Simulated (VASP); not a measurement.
# Co (P6_3/mmc) in VASP: notebook

Co is run at these levels: PBEsol; tasks: single point, relaxation of shape and atoms at fixed volume.

All numbers are computed with VASP 6.6.1; they aren't measurements. Logs are shortened: lines on timing, memory, paths and dates and some standing lists are left out, and cuts for length are marked.

### Step 1. The cell of the first run

Symmetry: P6_3/mmc, No. 194, hexagonal system. Conventional cell: a = 2.534 Å, b = 2.534 Å, c = 8.223 Å, α = 90.00°, β = 90.00°, γ = 120.00°. Co (site symmetry -3m) has 12 Co at 2.52 to 2.53 Å within 3.3 Å. Co (site symmetry -6m2) has 12 Co at 2.52 to 2.53 Å within 3.3 Å.

### Step 2. Single point, PBEsol, collinear spin, ferromagnetic start (11.43 Å³/atom)

Contents of INCAR:

```
SYSTEM = Co
PREC     = Accurate       ! precision mode
ENCUT    = 520            ! plane-wave cutoff, eV
EDIFF    = 1E-7           ! SCF threshold, eV
ISMEAR   = 0              ! smearing method
SIGMA    = 0.1            ! smearing width, eV
LREAL    = .FALSE.        ! projectors in reciprocal space
LASPH    = .TRUE.         ! aspherical terms in the spheres
NELM     = 150            ! most SCF steps
ALGO     = Normal         ! electronic algorithm
ISIF     = 2              ! what is computed and relaxed
LWAVE    = .FALSE.        ! write WAVECAR
LCHARG   = .FALSE.        ! write CHGCAR
ISPIN    = 2              ! spin polarisation
MAGMOM   = 1.81 1.83 1.81 1.83 ! initial moments
LORBIT   = 11             ! projections on sites
LMAXMIX  = 4              ! l up to which the mixer works
GGA      = PS             ! functional
NBANDS   = 30             ! bands
```

Contents of KPOINTS:

```
Automatic mesh
0
G
  18 18 6
  0 0 0
```

Contents of POSCAR:

```
Co
1.0
    2.5342496480      0.0000000000      0.0000000000
   -1.2671248240      2.1947245747      0.0000000000
    0.0000000000      0.0000000000      8.2233479291
Co
4
Direct
    0.0000000000      0.0000000000      0.0000000000
    0.3333333333      0.6666666667      0.2500000000
    0.0000000000      0.0000000000      0.5000000000
    0.6666666667      0.3333333333      0.7500000000
```

Potentials or basis: VASP PAW PBE potentials, release 64 (Co).

Launch:

```console
$ cat potpaw_PBE.64/Co/POTCAR > POTCAR
$ mpirun -np 1 vasp_std > vasp.out
```

OUTCAR:

```text
SYSTEM = Co
   PREC = Accurate
   ENCUT = 520
   EDIFF = 1E-7
   ISMEAR = 0
   LREAL = .FALSE.
   LASPH = .TRUE.
   NELM = 150
   ISIF = 2
   ISPIN = 2
   LORBIT = 11
   GGA = PS

 ion  position               nearest neighbor table
   1  0.000  0.000  0.000-   2 2.52   4 2.52   4 2.52   2 2.52   4 2.52   2 2.52
   2  0.333  0.667  0.250-   1 2.52   3 2.52   1 2.52   3 2.52   1 2.52   3 2.52
   3  0.000  0.000  0.500-   2 2.52   4 2.52   4 2.52   2 2.52   4 2.52   2 2.52
   4  0.667  0.333  0.750-   1 2.52   3 2.52   1 2.52   3 2.52   1 2.52   3 2.52

  LATTYP: Found a hexagonal cell.
 ALAT       =     2.5342496480
 C/A-ratio  =     3.2448847080

  Lattice vectors:

 A1 = (   2.5342496480,   0.0000000000,   0.0000000000)
 A2 = (  -1.2671248240,   2.1947245747,   0.0000000000)
 A3 = (   0.0000000000,   0.0000000000,   8.2233479291)

Analysis of symmetry for initial positions (statically):
=====================================================================
 Subroutine PRICEL returns:
 Original cell was already a primitive cell.

 Routine SETGRP: Setting up the symmetry group for a
 hexagonal supercell.

 Subroutine GETGRP returns: Found 24 space group operations
 (whereof 12 operations were pure point group operations)
 out of a pool of 24 trial point group operations.

The static configuration has the point symmetry D_3d.
 The point group associated with its full space group is D_6h.

Analysis of symmetry for dynamics (positions and initial velocities):
=====================================================================
 Subroutine PRICEL returns:
 Original cell was already a primitive cell.

 Routine SETGRP: Setting up the symmetry group for a
 hexagonal supercell.

 Subroutine GETGRP returns: Found 24 space group operations
 (whereof 12 operations were pure point group operations)
 out of a pool of 24 trial point group operations.

The dynamic configuration has the point symmetry D_3d.
 The point group associated with its full space group is D_6h.

Analysis of structural, dynamic, and magnetic symmetry:
=====================================================================
 Subroutine PRICEL returns:
 Original cell was already a primitive cell.

 Routine SETGRP: Setting up the symmetry group for a
 hexagonal supercell.

 Subroutine GETGRP returns: Found 24 space group operations
 (whereof 12 operations were pure point group operations)
 out of a pool of 24 trial point group operations.

The overall configuration has the point symmetry D_3d.
 The point group associated with its full space group is D_6h.
[... 130 lines left out ...]
   AEXX    =    0.0000 exact exchange contribution
   IVDW    =     0    specifies the selected vdW correction
   LEPSILON=     F    determine dielectric tensor
   LRPA    =     F    only Hartree local field effects (RPA)
 spin polarized calculation
 Gauss-broadening in eV      SIGMA  =   0.10
  energy-cutoff  :      520.00
  volume of cell :       45.74
 maximum number of plane-waves:      1255
 NGX is ok and might be reduce to    20
   NGX =  9   NGY =  9   NGZ = 31

 number of electron      36.0000016 magnetization       6.6222254

 Free energy of the ion-electron system (eV)
  ---------------------------------------------------
  ext. energy  EPLUGINS =         0.00000000
  ---------------------------------------------------
  free energy    TOTEN  =       -30.64397410 eV

  energy without entropy =      -30.62496566  energy(sigma->0) =      -30.63446988

 E-fermi :   9.4148     XC(G=0): -13.2713

 val. band max:        9.4138598927   @ k =   0.0556   0.0000   0.0000
 cond. band min:       9.4153990971   @ k =   0.2222   0.0556   0.3333
 fundamental gap:      0.0015392044
 Fermi energy:         9.4148286873

 spin component 1

 k-point     1 :       0.0000    0.0000    0.0000
  band No.  band energies     occupation
      1       0.6799      1.00000
      2       2.8322      1.00000
      3       2.8548      1.00000
      4       4.4438      1.00000
      5       6.5066      1.00000
      6       6.5352      1.00000
[... 781 lines left out ...]
     29      21.3172      0.00000
     30      22.2107      0.00000

 [... further k-points ...]

 spin component 2

 k-point     1 :       0.0000    0.0000    0.0000
  band No.  band energies     occupation
      1       0.7379      1.00000
      2       2.9634      1.00000
      3       2.9696      1.00000
      4       5.4053      1.00000
      5       7.8908      1.00000
      6       7.9436      1.00000
[... 781 lines left out ...]
     29      21.6654      0.00000
     30      22.7186      0.00000

 [... further k-points ...]

------------------------ aborting loop because EDIFF is reached ----------------------------------------

  FORCE on cell =-STRESS in cart. coord.  units (eV):
  Direction    XX          YY          ZZ          XY          YZ          ZX
  --------------------------------------------------------------------------------------
  -------------------------------------------------------------------------------------
  Total       -5.4229155     -5.4229155     -5.4370278      0.0000000     -0.0000000      0.0000000
  in kB     -189.9613881   -189.9613881   -190.4557319      0.0000000     -0.0000000      0.0000000
  external PRESSURE =    -190.1261694 kB  Pullay stress =       0.0000000 kB

 VOLUME and BASIS-vectors are now :
 -----------------------------------------------------------------------------
  energy-cutoff  :      520.00
  volume of cell :       45.74
      direct lattice vectors                 reciprocal lattice vectors
     2.534249648  0.000000000  0.000000000     0.394594116  0.227819019  0.000000000
    -1.267124824  2.194724575  0.000000000     0.000000000  0.455638038  0.000000000
     0.000000000  0.000000000  8.223347929     0.000000000  0.000000000  0.121604973

 POSITION                                       TOTAL-FORCE (eV/Angst)
 -----------------------------------------------------------------------------------
      0.00000      0.00000      0.00000         0.000000      0.000000      0.000000
     -0.00000      1.46315      2.05584        -0.000000     -0.000000     -0.000000
      0.00000      0.00000      4.11167         0.000000      0.000000      0.000000
      1.26712      0.73157      6.16751        -0.000000      0.000000     -0.000000
 -----------------------------------------------------------------------------------
    total drift:                                0.000000     -0.000000      0.000000

  FREE ENERGIE OF THE ION-ELECTRON SYSTEM (eV)
  ---------------------------------------------------
  free  energy   TOTEN  =       -30.6439740956 eV

  energy  without entropy=      -30.6249656557  energy(sigma->0) =      -30.63446988

 total charge

# of ion       s       p       d       tot
------------------------------------------
    1        0.469   0.480   7.225   8.175
    2        0.469   0.483   7.218   8.170
    3        0.469   0.480   7.225   8.175
    4        0.469   0.483   7.218   8.170
--------------------------------------------------
tot          1.875   1.927  28.887  32.689

 magnetization (x)

# of ion       s       p       d       tot
------------------------------------------
    1       -0.013  -0.047   1.731   1.671
    2       -0.013  -0.048   1.748   1.687
    3       -0.013  -0.047   1.731   1.671
    4       -0.013  -0.048   1.748   1.687
--------------------------------------------------
tot         -0.053  -0.189   6.957   6.715
```

Wall time 14 min (1 thread of Intel Xeon 8259CL, shared host); peak memory 0.38 GiB.

What came out:

```yaml
Free_energy: -30.6440 eV
Pressure: -19.0 GPa
Net_moment: 6.62 μB per cell
Site_moments: Co +1.67, +1.69 (each value once) μB
Valence_electrons_inside_the_program's_atomic_spheres: Co 8.18, 8.17 (each value once)
```

Caveat: the cell stands under tension; the PAW data sets were made with another functional, which shifts forces and pressure a little.

### Step 3. Single point, PBEsol, collinear spin, ferromagnetic start (biaxial strain in the a-b plane: -6.0 %, then relaxed in part)

Contents of INCAR:

```
  ALGO = Normal
  EDIFF = 1E-6
  ENCUT = 520
  GGA = PS
  ISIF = 2
  ISMEAR = 0
  ISPIN = 2
  LASPH = T
  LCHARG = F
  LMAXMIX = 4
  LORBIT = 11
  LREAL = F
  LWAVE = F
  MAGMOM = 1.83 1.83 1.83 1.83
  NBANDS = 30
  NELM = 150
  PREC = Accurate
  SIGMA = 0.1
```

Contents of KPOINTS:

```
k-points
0
Gamma
  24 24 8
```

Contents of POSCAR:

```
Co
1.0
    2.3078984062      0.0000000000      0.0000000000
   -1.1539492031      1.9986986492      0.0000000000
    0.0000000000      0.0000000000      8.2584133126
Co
4
Direct
    0.0000000000      0.0000000000      0.0000000000
    0.3333333333      0.6666666667      0.2500000000
    0.0000000000      0.0000000000      0.5000000000
    0.6666666667      0.3333333333      0.7500000000
```

Potentials or basis: VASP PAW PBE potentials, release 64 (Co).

Launch:

```console
$ cat potpaw_PBE.64/Co/POTCAR > POTCAR
$ mpirun -np 1 vasp_std > vasp.out
```

Wall time 10 min (1 thread of Oxide Virtual Turin-like, shared host); peak memory 0.5 GiB.

The run converged. Its results:

```
Free energy                                           : -30.3310 eV
Pressure                                              : 28.7 GPa
Net moment                                            : 6.19 μB per cell
Site moments                                          : Co +1.53, +1.54 (each value once) μB
Valence electrons inside the program's atomic spheres : Co 8.58, 8.57 (each value once)
```

Stress tensor (GPa, compression positive):
```
43.51  0.00  0.00
 0.00 43.51  0.00
 0.00  0.00 -0.76
```

Levels at points of the mesh, in eV from the Fermi level:
Spin up:
| k point | band 19 | band 20 | band 21 | band 22 | band 23 | band 24 |
| --- | --- | --- | --- | --- | --- | --- |
| (0.00, 0.00, 0.00) | -1.22 | -1.22 | -1.04 | -1.04 | -0.66 | -0.66 |
| (0.50, 0.00, 0.00) | -0.09 | -0.05 | 0.52 | 1.61 | 3.14 | 3.84 |
| (0.00, 0.00, 0.50) | -1.43 | -1.43 | -0.80 | -0.80 | -0.80 | -0.80 |
| (0.50, 0.00, 0.50) | -0.07 | -0.07 | 1.69 | 1.69 | 3.36 | 3.36 |
Spin down:
| k point | band 11 | band 12 | band 13 | band 14 | band 15 | band 16 | band 17 | band 18 | band 19 | band 20 |
| --- | --- | --- | --- | --- | --- | --- | --- | --- | --- | --- |
| (0.00, 0.00, 0.00) | -1.28 | -1.28 | -1.14 | -1.14 | -1.06 | -1.06 | 0.24 | 0.24 | 0.63 | 0.63 |
| (0.50, 0.00, 0.00) | -0.97 | 0.02 | 0.03 | 0.81 | 1.18 | 1.23 | 1.40 | 1.61 | 1.65 | 1.66 |
| (0.00, 0.00, 0.50) | -1.29 | -1.29 | -1.13 | -1.13 | -1.13 | -1.13 | 0.39 | 0.39 | 0.39 | 0.39 |
| (0.50, 0.00, 0.50) | -0.70 | -0.70 | -0.36 | -0.36 | 0.85 | 0.85 | 1.62 | 1.62 | 1.69 | 1.69 |

Caveat: the cell differs from its parent crystal (biaxial strain in the a-b plane: -6.0 %, then relaxed in part); the stress differs along the axes, from -1 to 44 GPa; the PAW data sets were made with another functional, which shifts forces and pressure a little.

### Step 4. Relaxation of shape and atoms at fixed volume, PBEsol, collinear spin, ferromagnetic start (10.08 Å³/atom)

This run uses another cell than the first one, of 10.08 Å³/atom.

Contents of INCAR:

```
SYSTEM = Co
  PREC = Accurate
  ENCUT = 600
  EDIFF = 1E-6
  ISMEAR = 0
  SIGMA = 0.1
  LREAL = .False.
  LASPH = .True.
  NELM = 150
  ALGO = Normal
  ISIF = 4
  LWAVE = .False.
  LCHARG = .False.
  ISPIN = 2
  MAGMOM = 1.81 1.83 1.81 1.83
  LORBIT = 11
  LMAXMIX = 4
  GGA = PS
  IBRION = 2
  NSW = 50
  EDIFFG = -0.01
  KPAR = 4
```

Contents of KPOINTS:

```
Automatic mesh
0
Gamma
  18 18 6
  0 0 0
```

Contents of POSCAR:

```
Co
1.0
    2.4304092629      0.0000000000      0.0000000000
   -1.2152046315      2.1047961633      0.0000000000
    0.0000000000      0.0000000000      7.8843824204
Co
4
Direct
    0.0000000000      0.0000000000      0.0000000000
    0.3333333333      0.6666666667      0.2500000000
    0.0000000000      0.0000000000      0.5000000000
    0.6666666667      0.3333333333      0.7500000000
```

Potentials or basis: VASP PAW PBE potentials, release 64 (Co).

Launch:

```console
$ cat potpaw_PBE.64/Co/POTCAR > POTCAR
$ mpirun -np 4 vasp_std > vasp.out
```

OUTCAR:

```text
SYSTEM = Co
   PREC = Accurate
   ENCUT = 600
   EDIFF = 1E-6
   ISMEAR = 0
   LREAL = .False.
   LASPH = .True.
   NELM = 150
   ISIF = 4
   ISPIN = 2
   LORBIT = 11
   GGA = PS
   IBRION = 2
   NSW = 50
   EDIFFG = -0.01

 ion  position               nearest neighbor table
   1  0.000  0.000  0.000-   2 2.42   4 2.42   4 2.42   2 2.42   4 2.42   2 2.42
   2  0.333  0.667  0.250-   1 2.42   3 2.42   1 2.42   3 2.42   1 2.42   3 2.42
   3  0.000  0.000  0.500-   2 2.42   4 2.42   4 2.42   2 2.42   4 2.42   2 2.42
   4  0.667  0.333  0.750-   1 2.42   3 2.42   1 2.42   3 2.42   1 2.42   3 2.42

  LATTYP: Found a hexagonal cell.
 ALAT       =     2.4304092629
 C/A-ratio  =     3.2440554522

  Lattice vectors:

 A1 = (   2.4304092629,   0.0000000000,   0.0000000000)
[... 1672 lines left out ...]
     0.000000000  0.000000000  7.878450677     0.000000000  0.000000000  0.126928509

 POSITION                                       TOTAL-FORCE (eV/Angst)
 -----------------------------------------------------------------------------------
      2.43132     -0.00000      7.87845        -0.000000     -0.000000      0.000000
     -0.00000      1.40373      1.96961         0.000000     -0.000000      0.000000
      2.43132     -0.00000      3.93923        -0.000000      0.000000      0.000000
      1.21566      0.70186      5.90884        -0.000000      0.000000     -0.000000
 -----------------------------------------------------------------------------------
    total drift:                                0.000000     -0.000000      0.000000

  FREE ENERGIE OF THE ION-ELECTRON SYSTEM (eV)
  ---------------------------------------------------
  free  energy   TOTEN  =       -30.9031038081 eV

  energy  without entropy=      -30.8876007078  energy(sigma->0) =      -30.89535226

 reached required accuracy - stopping structural energy minimisation

 total charge

# of ion       s       p       d       tot
------------------------------------------
    1        0.522   0.591   7.313   8.427
    2        0.522   0.594   7.306   8.422
    3        0.522   0.591   7.313   8.427
    4        0.522   0.594   7.306   8.422
--------------------------------------------------
tot          2.089   2.371  29.239  33.698

 magnetization (x)

# of ion       s       p       d       tot
------------------------------------------
    1       -0.014  -0.048   1.624   1.561
    2       -0.014  -0.050   1.644   1.580
    3       -0.014  -0.048   1.624   1.561
    4       -0.014  -0.050   1.644   1.580
--------------------------------------------------
tot         -0.058  -0.195   6.535   6.283
```

OSZICAR:

```text
N       E                     dE             d eps       ncg     rms          rms(c)
DAV:   1     0.252645410914E+03    0.25265E+03   -0.17232E+04 15624   0.208E+03
DAV:   2    -0.207310810839E+02   -0.27338E+03   -0.25926E+03 15412   0.365E+02
DAV:   3    -0.355703528158E+02   -0.14839E+02   -0.13862E+02 15890   0.119E+02
[... 15 lines left out ...]
DAV:   1    -0.309032834828E+02   -0.20838E-03   -0.65238E-03 16176   0.561E-01    0.864E-02
DAV:   2    -0.309031510231E+02    0.13246E-03   -0.12040E-04 21008   0.178E-01    0.498E-02
DAV:   3    -0.309032933115E+02   -0.14229E-03   -0.69141E-04 19948   0.581E-01    0.202E-01
DAV:   4    -0.309031021736E+02    0.19114E-03   -0.58895E-04 18746   0.545E-01    0.109E-02
DAV:   5    -0.309031041597E+02   -0.19860E-05   -0.20928E-05 15676   0.422E-02    0.472E-03
DAV:   6    -0.309031038081E+02    0.35156E-06   -0.54878E-07  7866   0.126E-02
   2 F= -.30903104E+02 E0= -.30895352E+02  d E =-.292730E-04  mag=     6.2801
```

CONTCAR:

```text
Co
   1.00000000000000
     2.4313240273045733   -0.0000000000012441    0.0000000000000000
    -1.2156620137033829    2.1055883725150077    0.0000000000000000
     0.0000000000000000    0.0000000000000000    7.8784506766061124
  Co
     4
Direct
     1.0000000000000000    0.0000000000000000    1.0000000000000000
     0.3333333332999970    0.6666666667000030    0.2500000000000000
     1.0000000000000000    0.0000000000000000    0.5000000000000000
     0.6666666667000030    0.3333333332999970    0.7500000000000000

  0.00000000E+00  0.00000000E+00  0.00000000E+00
  0.00000000E+00  0.00000000E+00  0.00000000E+00
  0.00000000E+00  0.00000000E+00  0.00000000E+00
  0.00000000E+00  0.00000000E+00  0.00000000E+00
```

Wall time 3 min (4 MPI ranks of Oxide Virtual Turin-like, shared host); peak memory 0.35 GiB.

What came out:

- Free energy: -30.9031 eV
- Energy gained by relaxing: 0.0 meV/atom
- Ionic steps: 2
- Pressure after relaxing: 6.9 GPa
- Net moment: 6.28 μB per cell
- Site moments: Co +1.56, +1.58 (each value once) μB
- Valence electrons inside the program's atomic spheres: Co 8.43, 8.42 (each value once)

Final structure:
```
Co
1.0
     2.43132    0.00000    0.00000
    -1.21566    2.10559    0.00000
     0.00000    0.00000    7.87845
Co
4
Direct
  0.00000 0.00000 0.00000
  0.33333 0.66667 0.25000
  0.00000 0.00000 0.50000
  0.66667 0.33333 0.75000
```

Levels at points of the mesh, in eV from the Fermi level:
Spin up:
```
           k point  band 19  band 20  band 21  band 22  band 23  band 24
(0.00, 0.00, 0.00)    -1.44    -1.08    -1.08    -0.64    -0.64    -0.27
(0.50, 0.00, 0.00)    -0.39    -0.36     0.21     1.39     2.70     3.34
(0.00, 0.00, 0.50)    -1.60    -1.60    -0.84    -0.84    -0.84    -0.84
(0.50, 0.00, 0.50)    -0.42    -0.42     1.37     1.37     3.00     3.00
```
Spin down:
| k point | band 10 | band 11 | band 12 | band 13 | band 14 | band 15 | band 16 | band 17 | band 18 | band 19 |
| --- | --- | --- | --- | --- | --- | --- | --- | --- | --- | --- |
| (0.00, 0.00, 0.00) | -1.30 | -1.21 | -0.97 | -0.97 | -0.91 | -0.91 | -0.22 | -0.02 | -0.02 | 0.37 |
| (0.50, 0.00, 0.00) | -1.34 | -0.88 | -0.17 | -0.15 | 0.53 | 1.23 | 1.26 | 1.30 | 1.31 | 1.40 |
| (0.00, 0.00, 0.50) | -1.21 | -1.21 | -1.21 | -1.08 | -1.08 | -1.08 | -1.08 | 0.19 | 0.19 | 0.19 |
| (0.50, 0.00, 0.50) | -1.02 | -0.94 | -0.94 | -0.26 | -0.26 | 0.85 | 0.85 | 1.25 | 1.25 | 1.38 |

Caveat: the PAW data sets were made with another functional, which shifts forces and pressure a little.

### Step 5. Overview

```csv
task,cell,k mesh,cutoff (eV),gap on the mesh (eV),pressure (GPa),moment (μB)
single point,"a = 2.534, b = 2.534, c = 8.223 Å, angles 90.0, 90.0, 120.0°, 4 atoms",18 × 18 × 6,520,none,-19.0,6.62
single point,"a = 2.308, b = 2.308, c = 8.258 Å, angles 90.0, 90.0, 120.0°, 4 atoms",24 × 24 × 8,520,none,28.7,6.19
relaxation of shape and atoms at fixed volume,"relaxed from a = 2.430, b = 2.430, c = 7.884 Å, angles 90.0, 90.0, 120.0°, 4 atoms",18 × 18 × 6,600,none,6.9,6.28
```

Alike in all rows: level PBEsol; potentials or basis VASP PAW PBE potentials, release 64 (Co); spin collinear, ferromagnetic start; smearing gaussian 0.1 eV.

Caveats: the PAW data sets were made with another functional, which shifts forces and pressure a little; the cell stands under tension (at least some runs); the stress differs along the axes, from -1 to 44 GPa (at least some runs).

Total energies depend on the potentials used, so only differences within one code and one set of settings carry meaning.
